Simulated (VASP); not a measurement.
The system is Sn.

```
CELL_PARAMETERS angstrom
0.00000 3.23334 3.23334
3.23334 0.00000 3.23334
3.23334 3.23334 0.00000
ATOMIC_POSITIONS crystal
Sn 0.00000 0.00000 0.00000
Sn 0.25000 0.25000 0.25000
```

* Program: VASP 6.6.1
* Task: relaxation of cell and atoms
* Functional: PBEsol
* Potentials or basis: VASP PAW PBE potentials, release 64 (Sn_d)
* Cutoff: 600 eV
* k mesh: 6 × 6 × 6
* Occupations: fermi-dirac, width 0.02 eV
* Spin: no spin polarisation

At the start: pressure 1.6 GPa; volume 33.80 Å³/atom.

**Question.** Where does the relaxation end?

**Answer.** Over 3 steps the energy falls by 5.6 meV/atom and the volume is 34.98 Å³/atom (+3.5 %); space group Fd-3m (No. 227, to 0.05 Å).

Step by step:
```tsv
step	energy change (eV)	largest force (eV/Å)	pressure (GPa)	volume (Å³)
1	0.0000	0.0000	1.58	67.61
2	-0.0095	0.0000	-0.52	70.91
3	-0.0112	0.0000	-0.01	69.96
```

Final structure:
```
Sn
1.0
     0.00000    3.27049    3.27049
     3.27049    0.00000    3.27049
     3.27049    3.27049    0.00000
Sn
2
Direct
  0.00000 0.00000 0.00000
  0.25000 0.25000 0.25000
```

Caveat: the PAW data sets were made with another functional, which shifts forces and pressure a little.
